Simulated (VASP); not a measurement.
## Al2BN3: relaxation of cell and atoms with r2SCAN

Crystal: Al2BN3.

```
CELL_PARAMETERS angstrom
2.95896 0.00000 0.00000
-1.47948 2.56253 0.00000
0.00000 0.00000 7.23326
ATOMIC_POSITIONS crystal
B 0.00000 0.00000 0.01246
Al 0.66667 0.33333 0.67711
Al 0.33333 0.66667 0.31969
N 0.66667 0.33333 0.93888
N 0.33333 0.66667 0.57886
N 0.00000 0.00000 0.22302
```

- Program: VASP 6.6.1
- Task: relaxation of cell and atoms
- Functional: r2SCAN
- Potentials or basis: VASP PAW PBE potentials, release 64 (B, Al, N)
- Cutoff: 600 eV
- k mesh: 12 × 12 × 4
- Occupations: fermi-dirac, width 0.02 eV
- Spin: no spin polarisation
- Dipole correction: no
- Further INCAR settings: ALGO = Normal; EDIFF = 1e-06; IBRION = 2; EDIFFG = -0.005; NSW = 80; ISIF = 3

```
Relaxed volume                        : 8.96 Å³/atom
Relaxed cell                          : a = 2.941 Å, b = 2.941 Å, c = 7.179 Å, α = 90.00°, β = 90.00°, γ = 120.00°
Space group after relaxing (to 0.1 Å) : P3m1 (No. 156)
Energy gained by relaxing             : 2.9 meV/atom
Ionic steps                           : 12
Pressure after relaxing               : 0.0 GPa
Band gap on the k mesh                : 3.67 eV (least direct gap 4.71 eV)
```

Step by step:
```tsv
step	energy change (eV)	largest force (eV/Å)	pressure (GPa)	volume (Å³)
1	0.0000	0.2414	-4.69	54.85
2	0.0031	0.4256	5.24	52.75
3	-0.0167	0.1380	-0.13	53.83
4	-0.0167	0.1432	-0.03	53.81
5	-0.0168	0.1481	0.13	53.73
6	-0.0172	0.0295	0.05	53.77
7	-0.0172	0.0284	0.05	53.77
8	-0.0172	0.0153	0.01	53.78
9	-0.0172	0.0118	0.01	53.78
10	-0.0172	0.0113	0.02	53.78
11	-0.0172	0.0087	-0.01	53.79
12	-0.0172	0.0019	0.00	53.78
```

Final structure:
```
CELL_PARAMETERS angstrom
2.94123 0.00000 0.00000
-1.47061 2.54718 0.00000
0.00000 0.00000 7.17913
ATOMIC_POSITIONS crystal
B 0.00000 0.00000 0.01240
Al 0.66667 0.33333 0.67661
Al 0.33333 0.66667 0.31981
N 0.66667 0.33333 0.93808
N 0.33333 0.66667 0.57901
N 0.00000 0.00000 0.22409
```

Levels at points of the mesh, in eV from the valence-band top:
```
           k point  band 10  band 11  band 12  band 13  band 14  band 15
(0.00, 0.00, 0.00)    -0.40     0.00     0.00     5.00     6.72     8.79
(0.50, 0.00, 0.00)    -1.69    -1.57    -1.04     3.67     6.92     8.07
(0.00, 0.00, 0.50)    -0.55    -0.03    -0.03     5.43     6.90     8.45
(0.50, 0.00, 0.50)    -1.84    -1.04    -0.80     5.05     5.22     7.77
```

Run time: 10 min on 1 thread of Intel(R) Xeon(R) 6975P-C (Granite Rapids) (shared host), peak memory 0.23 GiB.

Caveat: the PAW data sets were made with another functional, which shifts forces and pressure a little. A k mesh can miss the band edges.
